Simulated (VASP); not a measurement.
A run of VASP 6.6.1 is set up as follows.

File INCAR:

```
ALGO     = Normal         # electronic algorithm
EDIFF    = 1E-6           # SCF threshold, eV
ENCUT    = 520            # plane-wave cutoff, eV
GGA      = PE             # functional
ISIF     = 2              # what is computed and relaxed
ISMEAR   = -1             # smearing method
LASPH    = True           # aspherical terms in the spheres
LCHARG   = True           # write CHGCAR
LELF     = True           # ELF
LREAL    = False          # projectors in reciprocal space
LVHAR    = True         
LWAVE    = False          # write WAVECAR
NBANDS   = 21             # bands
NELM     = 60             # most SCF steps
PREC     = Accurate       # precision mode
SIGMA    = 0.08           # smearing width, eV
```

KPOINTS

```
k-points
0
Gamma
  14 14 8
```

The input POSCAR:

```
Pb
1.0
    3.5063980399      0.0000000000      0.0000000000
   -1.7531990200      3.0366297783      0.0000000000
    0.0000000000      0.0000000000      5.5061500000
Pb
2
Direct
    0.3333333333      0.6666666667      0.2500000000
    0.6666666667      0.3333333333      0.7500000000
```

Potentials or basis: VASP PAW PBE potentials, release 64 (Pb_d).

Run with:

```sh
$ cat potpaw_PBE.64/Pb_d/POTCAR > POTCAR
$ mpirun -np 1 vasp_std > vasp.out
```

Problem. What does it give for the pressure?

Solution. 4.1 GPa.

Problem. What does it give for the band gap on the k mesh?

Solution. Zero (bands 14 and 15 overlap by 7.31 eV).

Stress tensor (GPa, compression positive):
```
3.13 0.00 0.00
0.00 3.13 0.00
0.00 0.00 6.13
```

Caveat: the cell stands under pressure; spin-orbit coupling is left out, which moves the levels of the heavy elements.
